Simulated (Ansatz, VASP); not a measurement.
## AgCl: VASP beside Ansatz

Contents of POSCAR:

```
AgCl
1.0
    0.0000000000      2.7165723336      2.7165723336
    2.7165723336      0.0000000000      2.7165723336
    2.7165723336      2.7165723336      0.0000000000
Ag Cl
1 1
Direct
    0.0000000000      0.0000000000      0.0000000000
    0.5000000000      0.5000000000      0.5000000000
```

The input INCAR.step1:

```
PREC     = Accurate       # precision mode
ENCUT    = 550            # plane-wave cutoff, eV
ISMEAR   = 0              # smearing method
SIGMA    = 0.01           # smearing width, eV
LREAL    = F              # projectors in reciprocal space
LASPH    = T              # aspherical terms in the spheres
NELM     = 120            # most SCF steps
NBANDS   = 16             # bands
GGA      = PE             # functional
ALGO     = Normal         # electronic algorithm
EDIFF    = 1E-5           # SCF threshold, eV
LWAVE    = T              # write WAVECAR
LCHARG   = F              # write CHGCAR
GGA_COMPAT= F
```

File INCAR.step2:

```
PREC     = Accurate       # precision mode
ENCUT    = 550            # plane-wave cutoff, eV
EDIFF    = 1E-6           # SCF threshold, eV
ISMEAR   = 0              # smearing method
SIGMA    = 0.01           # smearing width, eV
LREAL    = F              # projectors in reciprocal space
LASPH    = T              # aspherical terms in the spheres
NELM     = 120            # most SCF steps
ALGO     = Normal         # electronic algorithm
ISIF     = 2              # what is computed and relaxed
LWAVE    = F              # write WAVECAR
LCHARG   = F              # write CHGCAR
METAGGA  = R2SCAN         # meta-GGA
LMIXTAU  = T            
NBANDS   = 16             # bands
ISTART   = 1            
GGA_COMPAT= F
```

The input KPOINTS:

```
Automatic mesh
0
Gamma
  6 6 6
```

Input for Ansatz:

```yaml
crystal:
  lattice:
    - [0.0, 2.7165723336, 2.7165723336]
    - [2.7165723336, 0.0, 2.7165723336]
    - [2.7165723336, 2.7165723336, 0.0]
  atoms:
    - { symbol: Ag, position: [0.0, 0.0, 0.0] }
    - { symbol: Cl, position: [0.5, 0.5, 0.5] }
kpoints:
  mp_grid: { grid: [6, 6, 6] }
hamiltonian:
  xc: r2scan
scf:
  occupations: { method: fixed }
  n_extra_bands: 4
output:
  forces: true
  stress: true
  eigenvalues: true
```

Alike in both runs: task single point; functional r2SCAN; k mesh 6 × 6 × 6; no spin polarisation.

|  | VASP | Ansatz |
| --- | --- | --- |
| version | VASP 6.6.1 | Ansatz 0.2.0 |
| potentials or method | VASP PAW PBE potentials, release 64 (Ag, Cl) | plane waves, PAW |
| plane-wave cutoff (eV) | 550 | 500 |
| occupations | gaussian, width 0.01 eV | fixed |
| valence electrons in the cell | 18 | 26 |

```csv
,VASP,Ansatz,Ansatz less VASP
gap on the k mesh at the Fermi level (eV),1.43,1.48,+0.053
pressure (GPa),3.6,3.6,+0.05
```

VASP's potentials were made for PBE, not for r2SCAN. VASP's potentials hold 18 valence electrons a cell and Ansatz's 26, so a difference there can come from the potentials and not from the codes.
